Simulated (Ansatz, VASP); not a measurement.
**MoP3: VASP beside Ansatz**

```
Mo P
1.0
     4.01901    0.00000    0.00000
     0.00000    4.01901    0.00000
     0.00000    0.00000    4.01901
Mo P
1 3
Cartesian
  0.0000 0.0000 0.0000
  0.0000 2.0095 2.0095
  2.0095 0.0000 2.0095
  2.0095 2.0095 0.0000
```

Alike in both runs: task relaxation of cell and atoms; functional PBE; k mesh 4 × 4 × 4; occupations gaussian, width 0.1 eV; no spin polarisation.

|  | VASP | Ansatz |
| --- | --- | --- |
| version | VASP 6.6.1 | Ansatz 0.2.0 |
| potentials or method | VASP PAW PBE potentials, release 64 (Mo_sv, P), cutoff 600 eV | scalar-relativistic, plane waves, PAW |
| valence electrons in the cell | 29 | 29 |

|  | VASP | Ansatz | Ansatz less VASP |
| --- | --- | --- | --- |
| gap on the k mesh at the Fermi level, each at its own relaxed structure (eV) | none | none | - |
| relaxed volume (Å³/atom) | 14.39 | 14.40 | +0.013 |
| relaxed cell length with the largest relative difference (Å) | 3.861 | 3.862 | +0.0011 |

A gap of «none» marks a metal or a gap that the smearing closes.

The k mesh is coarse, so the values compare programs but aren't converged.
